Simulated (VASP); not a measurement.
SnO2: single point with LDA

SnO2:

```
CELL_PARAMETERS angstrom
4.72072 0.00000 0.00000
0.00000 4.72072 0.00000
0.00000 0.00000 3.18876
ATOMIC_POSITIONS crystal
Sn 0.00000 0.00000 0.94731
Sn 0.50000 0.50000 0.55269
O 0.28819 0.32402 0.03065
O 0.21181 0.82402 0.46935
O 0.71181 0.67598 0.03065
O 0.78819 0.17598 0.46935
```

This cell differs from its parent crystal: mode 4 frozen in at -0.120 Å and mode 5 at -0.168 Å (largest displacements).

| Property | Result |
| --- | --- |
| Program | VASP 6.6.1 |
| Task | single point |
| Functional | LDA |
| Potentials or basis | VASP PAW LDA potentials, release 64 (Sn_d, O) |
| Cutoff | 520 eV |
| k mesh | 6 × 6 × 8 |
| Occupations | gaussian, width 0.05 eV |
| Spin | no spin polarisation |
| Dipole correction | no |
| Further INCAR settings | ALGO = Normal; EDIFF = 1e-06; NBANDS = 35 |

```
Pressure               : 0.9 GPa
Largest force          : 1.641 eV/Å
Band gap on the k mesh : 1.15 eV, direct
```

Forces on the atoms (eV/Å):
```
Sn   0.000  0.000  1.641
Sn   0.000  0.000 -1.641
O   -0.150 -0.250 -0.101
O    0.150 -0.250  0.101
O    0.150  0.250 -0.101
O   -0.150  0.250  0.101
```

Stress tensor (GPa, compression positive):
```
0.66 0.00 0.00
0.00 1.49 0.00
0.00 0.00 0.56
```

Levels at points of the mesh, in eV from the valence-band top:
| k point | band 22 | band 23 | band 24 | band 25 | band 26 | band 27 | band 28 | band 29 | band 30 | band 31 |
| --- | --- | --- | --- | --- | --- | --- | --- | --- | --- | --- |
| (0.00, 0.00, 0.00) | -1.33 | -1.22 | -0.65 | -0.55 | 0.00 | 1.15 | 5.95 | 6.08 | 6.19 | 10.15 |
| (0.50, 0.00, 0.00) | -1.82 | -1.17 | -1.17 | -0.41 | -0.41 | 4.13 | 4.13 | 6.52 | 6.52 | 10.73 |
| (0.00, 0.50, 0.00) | -2.07 | -1.17 | -1.17 | -0.64 | -0.64 | 4.33 | 4.33 | 7.13 | 7.13 | 10.55 |
| (0.50, 0.50, 0.00) | -2.00 | -1.27 | -1.27 | -0.81 | -0.81 | 4.66 | 4.66 | 7.20 | 7.20 | 10.79 |
| (0.00, 0.00, 0.50) | -2.53 | -2.00 | -1.32 | -1.14 | -1.13 | 5.58 | 6.34 | 9.26 | 9.85 | 9.92 |
| (0.50, 0.00, 0.50) | -1.92 | -0.97 | -0.97 | -0.75 | -0.75 | 6.24 | 6.24 | 7.94 | 7.94 | 10.41 |
| (0.00, 0.50, 0.50) | -1.57 | -1.12 | -1.12 | -0.60 | -0.60 | 6.13 | 6.13 | 7.67 | 7.67 | 10.86 |
| (0.50, 0.50, 0.50) | -2.43 | -0.92 | -0.92 | -0.74 | -0.74 | 4.75 | 4.75 | 8.39 | 8.39 | 10.91 |

Run time: 7.1 min on 1 thread of AMD EPYC 7R13, with other jobs on the host, peak memory 0.23 GiB.

Caveat: the cell differs from its parent crystal (mode 4 frozen in at -0.120 Å and mode 5 at -0.168 Å (largest displacements)); spin-orbit coupling is left out, which moves the levels of the heavy elements; forces of over 1 eV/Å act on the atoms, so gaps and moduli don't describe the material at rest.
